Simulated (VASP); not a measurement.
# Sb (P6_3/mmc) in VASP: further runs

Runs on Sb. Level: PBE. Tasks: relaxation of cell and atoms.

Everything below comes from runs of VASP 6.6.1. Logs are shortened: lines on timing, memory, paths and dates and some standing lists are left out, and cuts for length are marked.

**1. The cell of the first run**

The structure is hexagonal, space group P6_3/mmc (No. 194). Conventional cell: a = 2.548 Å, b = 2.548 Å, c = 4.127 Å, α = 90.00°, β = 90.00°, γ = 120.00°. Sb (site symmetry -6m2) has 12 Sb at 2.53 to 2.55 Å within 3.3 Å.

This isn't the form of Sb at room conditions, which is rhombohedral.

**2. Relaxation of cell and atoms, PBE, target pressure 370 GPa, at which the enthalpy is minimised**

INCAR reads:

```
PREC = Accurate
ENCUT = 600
EDIFF = 1E-6
ISMEAR = -1
SIGMA = 0.1
LREAL = False
LASPH = True
NELM = 60
ALGO = Normal
ISIF = 3
LWAVE = False
LCHARG = False
GGA = PE
IBRION = 2
NSW = 60
EDIFFG = -0.005
PSTRESS = 3700.0
```

KPOINTS reads:

```
Automatic mesh
0
Gamma
  17 17 9
```

POSCAR reads:

```
Sb
1.0
    2.5477293876      0.0000000000      0.0000000000
   -1.2738646938      2.2063983717      0.0000000000
    0.0000000000      0.0000000000      4.1273216080
Sb
2
Direct
    0.3333333333      0.6666666667      0.2500000000
    0.6666666667      0.3333333333      0.7500000000
```

Potentials or basis: VASP PAW PBE potentials, release 64 (Sb).

On the command line:

```console
cat potpaw_PBE.64/Sb/POTCAR > POTCAR
mpirun -np 1 vasp_std > vasp.out
```

OUTCAR:

```text
PREC = Accurate
   ENCUT = 600
   EDIFF = 1E-6
   ISMEAR = -1
   LREAL = False
   LASPH = True
   NELM = 60
   ISIF = 3
   GGA = PE
   IBRION = 2
   NSW = 60
   EDIFFG = -0.005
   PSTRESS = 3700.0

 ion  position               nearest neighbor table
   1  0.333  0.667  0.250-   2 2.53   2 2.53   2 2.53   2 2.53   2 2.53   2 2.53   2 3.59   2 3.59
                             2 3.59   2 3.59   2 3.59   2 3.59
   2  0.667  0.333  0.750-   1 2.53   1 2.53   1 2.53   1 2.53   1 2.53   1 2.53   1 3.59   1 3.59
                             1 3.59   1 3.59   1 3.59   1 3.59

  LATTYP: Found a hexagonal cell.
 ALAT       =     2.5477293876
 C/A-ratio  =     1.6200000000

  Lattice vectors:

 A1 = (   2.5477293876,   0.0000000000,   0.0000000000)
 A2 = (  -1.2738646938,   2.2063983717,   0.0000000000)
 A3 = (   0.0000000000,   0.0000000000,   4.1273216080)

Analysis of symmetry for initial positions (statically):
=====================================================================
 Subroutine PRICEL returns:
 Original cell was already a primitive cell.

 Routine SETGRP: Setting up the symmetry group for a
 hexagonal supercell.

 Subroutine GETGRP returns: Found 24 space group operations
 (whereof 12 operations were pure point group operations)
 out of a pool of 24 trial point group operations.

The static configuration has the point symmetry D_3d.
 The point group associated with its full space group is D_6h.

Analysis of symmetry for dynamics (positions and initial velocities):
=====================================================================
 Subroutine PRICEL returns:
 Original cell was already a primitive cell.

 Routine SETGRP: Setting up the symmetry group for a
 hexagonal supercell.

 Subroutine GETGRP returns: Found 24 space group operations
 (whereof 12 operations were pure point group operations)
 out of a pool of 24 trial point group operations.

The dynamic configuration has the point symmetry D_3d.
 The point group associated with its full space group is D_6h.

 Subroutine INISYM returns: Found 24 space group operations
 (whereof 12 operations are pure point group operations),
 and found     1 'primitive' translations

----------------------------------------------------------------------------------------

                                     Primitive cell

  volume of cell :      23.2009

  direct lattice vectors                    reciprocal lattice vectors
     2.547729388  0.000000000  0.000000000     0.392506365  0.226613655  0.000000000
    -1.273864694  2.206398372  0.000000000     0.000000000  0.453227311  0.000000000
     0.000000000  0.000000000  4.127321608     0.000000000  0.000000000  0.242287879

  length of vectors
     2.547729388  2.547729388  4.127321608     0.453227311  0.453227311  0.242287879

  position of ions in fractional coordinates (direct lattice)
     0.333333333  0.666666667  0.250000000
     0.666666667  0.333333333  0.750000000

  ion indices of the primitive-cell ions
   primitive index   ion index
                 1           1
                 2           2

----------------------------------------------------------------------------------------

 KPOINTS: Automatic mesh

Automatic generation of k-mesh.
 Grid dimensions read from file:
 generate k-points for:   17   17    9

 Generating k-lattice:

  Cartesian coordinates                     Fractional coordinates (reciprocal lattice)
     0.023088610  0.013330215  0.000000000     0.058823529  0.000000000  0.000000000
     0.000000000  0.026660430  0.000000000     0.000000000  0.058823529  0.000000000
     0.000000000  0.000000000  0.026920875     0.000000000  0.000000000  0.111111111

  Length of vectors
     0.026660430  0.026660430  0.026920875

  Shift w.r.t. Gamma in fractional coordinates (k-lattice)
     0.000000000  0.000000000  0.000000000

 Subroutine IBZKPT returns following result:
 ===========================================

 Found    165 irreducible k-points:

 Following reciprocal coordinates:
            Coordinates               Weight
  0.000000  0.000000  0.000000      1.000000
  0.058824 -0.000000  0.000000      6.000000
  0.117647 -0.000000  0.000000      6.000000
  0.176471 -0.000000  0.000000      6.000000
  0.235294 -0.000000  0.000000      6.000000
  0.294118 -0.000000  0.000000      6.000000
[... 16 lines left out ...]
  0.411765  0.117647  0.000000     12.000000
  0.176471  0.176471  0.000000      6.000000
 [... further k-points ...]
   k-points           NKPTS =    165   k-points in BZ     NKDIM =    165   number of bands    NBANDS=      9
   number of dos      NEDOS =    301   number of ions     NIONS =      2
   total plane-waves  NPLWV =  14400
   dimension x,y,z NGX =    20 NGY =   20 NGZ =   36
   dimension x,y,z NGXF=    40 NGYF=   40 NGZF=   72
   ions per type =               2
   NGX,Y,Z   is equivalent  to a cutoff of  13.05, 13.05, 14.50 a.u.
   NGXF,Y,Z  is equivalent  to a cutoff of  26.10, 26.10, 29.00 a.u.
 SYSTEM =  unknown system
   PREC   = accura    normal or accurate (medium, high low for compatibility)
   ISTART =      0    job   : 0-new  1-cont  2-samecut
   ICHARG =      2    charge: 1-file 2-atom 10-const
   ISPIN  =      1    spin polarized calculation?
   LNONCOLLINEAR =      F non collinear calculations
   LSORBIT =      F    spin-orbit coupling
   LASPH  =      T    aspherical Exc in radial PAW
   ENCUT  =  600.0 eV  44.10 Ry    6.64 a.u.   5.09  5.09  8.24*2*pi/ulx,y,z
   NELM   =     60;   NELMIN=  2; NELMDL= -5     # of ELM steps
   EDIFF  = 0.1E-05   stopping-criterion for ELM
   LREAL  =      F    real-space projection
   EDIFFG = -.5E-02   stopping-criterion for IOM
   NSW    =     60    number of steps for IOM
   IBRION =      2    ionic relax: 0-MD 1-quasi-New 2-CG
   NFREE  =      1    steps in history (QN), initial steepest desc. (CG)
   ISIF   =      3    stress and relaxation
   ISYM   =      2    0-nonsym 1-usesym 2-fastsym
   POTIM  = 0.5000    time-step for ionic-motion
   TEBEG  =    0.0;   TEEND  =   0.0 temperature during run
   PSTRESS= 3700.0 pullay stress
   NELECT =      10.0000    total number of electrons
   NUPDOWN=      -1.0000    fix difference up-down
   EMIN   =  10.00;   EMAX   =-10.00  energy-range for DOS
   EFERMI =   0.00;   METHOD = LEGACY
   ISMEAR =    -1;   SIGMA  =   0.10  broadening in eV -4-tet -1-fermi 0-gaus
   EFERMI_NEDOS =   21; number of points for ismear=-14 and -15
   IALGO  =     38    algorithm
   IMIX   =      4    mixing-type and parameters
     AMIX     =   0.40;   BMIX     =  1.00
     AMIX_MAG =   1.60;   BMIX_MAG =  1.00
  volume/ion in A,a.u.               =      11.60        78.28
  Fermi-wavevector in a.u.,A,eV,Ry     =   1.236630  2.336891 20.806748  1.529253
  Thomas-Fermi vector in A             =   2.371230
   LORBIT       =      0    0 simple, 1 ext, 2 COOP (PROOUT), +10 PAW based schemes
   GGA     = PE    functional components
   LHFCALC =     F    Hartree Fock is set to
   AEXX    =    0.0000 exact exchange contribution
   IVDW    =     0    specifies the selected vdW correction
   LEPSILON=     F    determine dielectric tensor
   LRPA    =     F    only Hartree local field effects (RPA)
 conjugate gradient relaxation of ions
 non-spin polarized calculation
  energy-cutoff  :      600.00
  volume of cell :       23.20
 maximum number of plane-waves:       786
   NGX = 11   NGY = 11   NGZ = 17

--------------------------------------- Ionic step        1  -------------------------------------------

 number of electron      10.0000000 magnetization

 Free energy of the ion-electron system (eV)
  ---------------------------------------------------
  ext. energy  EPLUGINS =         0.00000000
  ---------------------------------------------------
  free energy    TOTEN  =         8.94684552 eV

  energy without entropy =        8.96845733  energy(sigma->0) =        8.95765142

------------------------ aborting loop because EDIFF is reached ----------------------------------------

  FORCE on cell =-STRESS in cart. coord.  units (eV):
  Direction    XX          YY          ZZ          XY          YZ          ZX
  --------------------------------------------------------------------------------------
  -------------------------------------------------------------------------------------
  Total       56.4326077     56.4326077     54.0071999      0.0000000      0.0000000      0.0000000
  in kB     3897.0427117   3897.0427120   3729.5523487      0.0000000      0.0000000      0.0000000
  external PRESSURE =     141.2125908 kB  Pullay stress =    3700.0000000 kB
[... 93 lines left out ...]
  FREE ENERGIE OF THE ION-ELECTRON SYSTEM (eV)
  ---------------------------------------------------
  free  energy   TOTEN  =         8.1804917975 eV

  energy  without entropy=        8.2017992606  energy(sigma->0) =        8.19114553

  enthalpy is  TOTEN    =        62.5095252401 eV   P V=       54.3290334426

[... ionic steps 4 to 10 ...]

--------------------------------------- Ionic step       11  -------------------------------------------

 number of electron      10.0000000 magnetization

------------------------ aborting loop because EDIFF is reached ----------------------------------------

  FORCE on cell =-STRESS in cart. coord.  units (eV):
  Direction    XX          YY          ZZ          XY          YZ          ZX
  --------------------------------------------------------------------------------------
  -------------------------------------------------------------------------------------
  Total       54.1392961     54.1392961     54.1239371     -0.0000000      0.0000000      0.0000000
  in kB     3700.0667124   3700.0667130   3699.0170235     -0.0000000      0.0000000      0.0000000
  external PRESSURE =      -0.2831837 kB  Pullay stress =    3700.0000000 kB
[... 61 lines left out ...]
  enthalpy is  TOTEN    =        62.5036123077 eV   P V=       54.1360195065

--------------------------------------- Ionic step       13  -------------------------------------------

 number of electron      10.0000000 magnetization

 Free energy of the ion-electron system (eV)
  ---------------------------------------------------
  ext. energy  EPLUGINS =         0.00000000
  ---------------------------------------------------
  free energy    TOTEN  =         8.36634188 eV

  energy without entropy =        8.38863695  energy(sigma->0) =        8.37748941

 E-fermi :  24.9549     XC(G=0): -14.2715

 val. band max:       24.9515294940   @ k =   0.1176   0.1176   0.0000
 cond. band min:      24.9575135929   @ k =   0.2941   0.2941   0.0000
 fundamental gap:      0.0059840989
 Fermi energy:        24.9548770032

 k-point     1 :       0.0000    0.0000    0.0000
  band No.  band energies     occupation
      1       1.5898      2.00000
      2      11.3934      2.00000
      3      12.8783      2.00000
      4      32.2147      0.00000
      5      32.6535      0.00000
      6      32.6535      0.00000
      7      34.1588      0.00000
      8      34.8791      0.00000
      9      34.8791      0.00000
[... 265 lines left out ...]
 k-point    24 :       0.1765    0.1765    0.0000
  band No.  band energies     occupation
      1       4.8660      2.00000
      2      15.1274      2.00000
      3      15.4654      2.00000
      4      20.9206      2.00000
      5      21.5750      2.00000
      6      29.7091      0.00000
      7      30.4075      0.00000
      8      30.5113      0.00000
      9      30.6752      0.00000

 [... further k-points ...]
[... 5 lines left out ...]
  --------------------------------------------------------------------------------------
  -------------------------------------------------------------------------------------
  Total       54.1361251     54.1361251     54.1382071      0.0000000      0.0000000      0.0000000
  in kB     3699.9218009   3699.9218020   3700.0640940      0.0000000      0.0000000      0.0000000
  external PRESSURE =      -0.0307677 kB  Pullay stress =    3700.0000000 kB
[... 17 lines left out ...]
  FREE ENERGIE OF THE ION-ELECTRON SYSTEM (eV)
  ---------------------------------------------------
  free  energy   TOTEN  =         8.3663418770 eV

  energy  without entropy=        8.3886369499  energy(sigma->0) =        8.37748941

  enthalpy is  TOTEN    =        62.5036111542 eV   P V=       54.1372692772

 reached required accuracy - stopping structural energy minimisation
```

Run time: 3.2 min. Hardware: 1 thread of Intel Xeon Platinum 8375C at 2.90GHz (Ice Lake), shared host; peak memory 0.18 GiB.

Results:

```
Free energy                                                : 8.3663 eV
Relaxed volume                                             : 11.72 Å³/atom
Relaxed cell                                               : a = 2.570 Å, b = 2.570 Å, c = 4.099 Å, α = 90.00°, β = 90.00°, γ = 120.00°
Space group after relaxing (to 0.1 Å)                      : P6_3/mmc (No. 194)
Energy change on relaxing (the run minimises the enthalpy) : -290.3 meV/atom
Ionic steps                                                : 13
Pressure after relaxing                                    : 370.0 GPa
Band gap on the k mesh                                     : zero (bands 5 and 6 overlap by 14.55 eV)
```

The path:
```csv
step,energy change (eV),largest force (eV/Å),pressure (GPa),volume (Å³)
1,0.0000,0.0000,384.12,23.20
2,-6.6158,0.0000,227.60,26.78
3,-0.7664,0.0000,365.49,23.53
4,-0.6971,0.0000,367.17,23.50
5,-0.1782,0.0000,379.45,23.28
6,-0.5757,0.0000,370.11,23.44
7,-0.5701,0.0000,370.25,23.44
8,-0.5727,0.0000,370.19,23.44
9,-0.6451,0.0000,368.43,23.47
10,-0.5804,0.0000,370.00,23.44
11,-0.5816,0.0000,369.97,23.44
12,-0.5793,0.0000,370.03,23.44
13,-0.5805,0.0000,370.00,23.44
```

Final structure:
```
Sb
1.0
     2.56965    0.00000    0.00000
    -1.28483    2.22538    0.00000
     0.00000    0.00000    4.09946
Sb
2
Direct
  0.33333 0.66667 0.25000
  0.66667 0.33333 0.75000
```

Caveat: the cell is relaxed towards a set pressure, so the run minimises the enthalpy, not the energy; spin-orbit coupling is left out, which moves the levels of the heavy elements.

**3. Relaxation of cell and atoms, PBE, target pressure 370 GPa, at which the enthalpy is minimised**

INCAR reads:

```
SYSTEM = Sb
PREC = Accurate
ENCUT = 600
EDIFF = 1E-6
ISMEAR = -1
SIGMA = 0.1
LREAL = .False.
LASPH = .True.
NELM = 80
ALGO = Normal
ISIF = 3
LWAVE = .False.
LCHARG = .False.
GGA = PE
IBRION = 2
NSW = 32
EDIFFG = -0.005
PSTRESS = 3700.0
```

KPOINTS reads:

```
Automatic mesh
0
Gamma
  17 17 9
  0 0 0
```

POSCAR reads:

```
Sb
1.0
    2.5606531905      0.0000000000      0.0000000000
   -1.2803265953      2.2175907133      0.0000000000
    0.0000000000      0.0000000000      4.0870067474
Sb
2
Direct
    0.3333333333      0.6666666667      0.2500000000
    0.6666666667      0.3333333333      0.7500000000
```

Potentials or basis: VASP PAW PBE potentials, release 64 (Sb).

On the command line:

```console
cat potpaw_PBE.64/Sb/POTCAR > POTCAR
mpirun -np 1 vasp_std > vasp.out
```

It took 2.1 min on 1 thread of Intel Xeon Platinum 8375C at 2.90GHz (Ice Lake), shared host; peak memory 0.18 GiB.

The run converged. Its results:

- Free energy: 8.3690 eV
- Relaxed volume: 11.72 Å³/atom
- Relaxed cell: a = 2.570 Å, b = 2.570 Å, c = 4.099 Å, α = 90.00°, β = 90.00°, γ = 120.00°
- Space group after relaxing (to 0.1 Å): P6_3/mmc (No. 194)
- Energy change on relaxing (the run minimises the enthalpy): -274.4 meV/atom
- Ionic steps: 9
- Pressure after relaxing: 370.0 GPa
- Band gap on the k mesh: zero (bands 5 and 6 overlap by 14.55 eV)

Step by step:
```csv
step,energy change (eV),largest force (eV/Å),pressure (GPa),volume (Å³)
1,0.0000,0.0000,383.45,23.21
2,-6.4246,0.0000,231.80,26.64
3,-0.5942,0.0000,368.95,23.46
4,-0.5516,0.0000,369.97,23.44
5,-0.5408,0.0000,370.25,23.44
6,-0.5426,0.0000,370.21,23.44
7,-0.5415,0.0000,370.24,23.44
8,-0.5771,0.0000,369.37,23.45
9,-0.5488,0.0000,370.04,23.44
```

Final structure:
```
Sb
1.0
     2.56961    0.00000    0.00000
    -1.28481    2.22535    0.00000
     0.00000    0.00000    4.09939
Sb
2
Direct
  0.33333 0.66667 0.25000
  0.66667 0.33333 0.75000
```

Levels at points of the mesh, in eV from the Fermi level:
```tsv
k point	band 3	band 4	band 5	band 6	band 7	band 8
(0.00, 0.00, 0.00)	-12.08	7.26	7.70	7.70	9.20	9.92
```

Caveat: the cell is relaxed towards a set pressure, so the run minimises the enthalpy, not the energy; spin-orbit coupling is left out, which moves the levels of the heavy elements.
